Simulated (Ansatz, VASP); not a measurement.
## CoO in VASP and in Ansatz

Contents of POSCAR:

```
CoO
1.0
    1.5695123000      0.9061583489      2.5140792326
   -1.5695123000      0.9061583489      2.5140792326
    0.0000000000     -1.8123166978      2.5140792326
Co O
1 1
Direct
    0.9989783200      0.9989783200      0.9989783200
    0.7510210300      0.7510210300      0.7510210300
```

Contents of INCAR.step1:

```
SYSTEM = CoO
PREC = Accurate
ENCUT = 520
ISMEAR = -1
SIGMA = 0.05
LREAL = .False.
LASPH = .True.
NELM = 150
ISPIN = 2
MAGMOM = 2 0
LMAXMIX = 4
NBANDS = 18
GGA = PE
ALGO = Normal
EDIFF = 1E-4
LWAVE = .True.
LCHARG = .False.
```

File INCAR.step2:

```
SYSTEM = CoO
PREC = Accurate
ENCUT = 520
EDIFF = 1E-6
ISMEAR = -1
SIGMA = 0.05
LREAL = .False.
LASPH = .True.
NELM = 150
ALGO = Normal
ISIF = 2
LWAVE = .False.
LCHARG = .True.
ISPIN = 2
MAGMOM = 2 0
LORBIT = 11
LMAXMIX = 4
METAGGA = R2SCAN
LMIXTAU = .True.
LELF = .True.
LVHAR = .True.
NBANDS = 18
ISTART = 1
```

File KPOINTS:

```
Automatic mesh
0
Gamma
  10 10 10
  0 0 0
```

Contents of input.yaml:

```yaml
crystal:
  lattice:
    - [1.5695123, 0.9061583489, 2.5140792326]
    - [-1.5695123, 0.9061583489, 2.5140792326]
    - [0.0, -1.8123166978, 2.5140792326]
  atoms:
    - { symbol: Co, position: [0.99897832, 0.99897832, 0.99897832], spin: 2.0 }
    - { symbol: O, position: [0.75102103, 0.75102103, 0.75102103] }
hamiltonian:
  xc: r2scan
  pseudopotentials: { kind: paw }
magnetization:
  spin_polarized: true
kpoints:
  mp_grid: { grid: [10, 10, 10] }
scf:
  occupations: { method: fermi_dirac, width: 0.05 }
output:
  forces: true
  stress: true
  eigenvalues: true
```

Alike in both runs: task single point; functional r2SCAN; k mesh 10 × 10 × 10; occupations fermi-dirac, width 0.05 eV; collinear spin.

|  | VASP | Ansatz |
| --- | --- | --- |
| version | VASP 6.6.1 | Ansatz 0.2.0 |
| potentials or method | VASP PAW PBE potentials, release 64 (Co, O) | Ansatz PAW |
| plane-wave cutoff (eV) | 520 | 500 |
| valence electrons in the cell | 15 | 23 |

```tsv
	VASP	Ansatz	Ansatz less VASP
gap on the k mesh at the Fermi level (eV)	none	none	-
pressure (GPa)	13.5	13.8	+0.27
traceless stress, the component that is largest in VASP (GPa)	5.67	5.53	-0.140
net moment per atom (μB)	1.47	1.47	0.000
size of the moment on the site where the two differ most (μB)	2.56	2.34	-0.218
```

VASP's potentials were made for PBE, not for r2SCAN. Site moments also hang on the region over which each program counts them. A gap of «none» marks a metal or a gap that the smearing closes. VASP's potentials hold 15 valence electrons a cell and Ansatz's 23, so a difference there can come from the potentials and not from the codes.

Noted on Ansatz's run: the magnetic or orbital state may not be the lowest.
